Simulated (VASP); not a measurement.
Write the native input for VASP 6.6.1 that does the following.

```yaml
Task: single point
Functional: r2SCAN
Potentials_or_basis: VASP PAW PBE potentials, release 64 (Zn, S)
Cutoff: 520 eV
k_mesh: 6 × 6 × 2
Occupations: gaussian, width 0.02 eV
Spin: no spin polarisation
Dipole_correction: no
Further_INCAR_settings: ALGO = Normal; EDIFF = 1e-06; NBANDS = 46
```

ZnS:

```
CELL_PARAMETERS angstrom
3.84645 0.00000 0.00000
-1.92322 3.33112 0.00000
0.00000 0.00000 12.58990
ATOMIC_POSITIONS crystal
Zn 0.00000 0.00000 0.00011
Zn 0.00000 0.00000 0.50011
Zn 0.33333 0.66667 0.25007
Zn 0.66667 0.33333 0.75007
S 0.00000 0.00000 0.18724
S 0.00000 0.00000 0.68724
S 0.33333 0.66667 0.43758
S 0.66667 0.33333 0.93758
```

The input as run:

POSCAR

```
ZnS
1.0
    3.8464496565      0.0000000000      0.0000000000
   -1.9232248283      3.3311231169      0.0000000000
    0.0000000000      0.0000000000     12.5899033915
Zn S
4 4
Direct
    0.0000000000      0.0000000000      0.0001143893
    0.0000000000      0.0000000000      0.5001143893
    0.3333333333      0.6666666667      0.2500706165
    0.6666666667      0.3333333333      0.7500706165
    0.0000000000      0.0000000000      0.1872361453
    0.0000000000      0.0000000000      0.6872361453
    0.3333333333      0.6666666667      0.4375788490
    0.6666666667      0.3333333333      0.9375788490
```

INCAR.step1

```
SYSTEM = ZnS
PREC = Accurate ; ENCUT = 520
ISMEAR = 0 ; SIGMA = 0.02
LREAL = .False. ; LASPH = .True.
NELM = 80 ; NBANDS = 46
GGA = PE ; ALGO = Normal
EDIFF = 1E-4 ; LWAVE = .True.
LCHARG = .False.
```

INCAR.step2

```
SYSTEM = ZnS
PREC = Accurate ; ENCUT = 520
EDIFF = 1E-6 ; ISMEAR = 0
SIGMA = 0.02 ; LREAL = .False.
LASPH = .True. ; NELM = 80
ALGO = Normal ; ISIF = 2
LWAVE = .False. ; LCHARG = .False.
METAGGA = R2SCAN ; LMIXTAU = .True.
NBANDS = 46 ; ISTART = 1
```

KPOINTS

```
Automatic mesh
0
Gamma
  6 6 2
  0 0 0
```

Potentials or basis: VASP PAW PBE potentials, release 64 (Zn, S).

Run with:

```sh
$ cat potpaw_PBE.64/Zn/POTCAR potpaw_PBE.64/S/POTCAR > POTCAR
$ cp INCAR.step1 INCAR
$ mpirun -np 1 vasp_std > vasp.out
$ cp INCAR.step2 INCAR
$ mpirun -np 1 vasp_std > vasp.out
```

Results of the run:

| Property | Result |
| --- | --- |
| Pressure | -2.1 GPa |
| Largest force | 0.015 eV/Å |
| Band gap on the k mesh | 2.61 eV |

Caveat: the PAW data sets were made with another functional, which shifts forces and pressure a little.

It took 6.3 min on 1 thread of Intel(R) Xeon(R) Platinum 8259CL CPU @ 2.50GHz (Skylake/Cascade Lake), with other jobs on the host, peak memory 0.34 GiB.
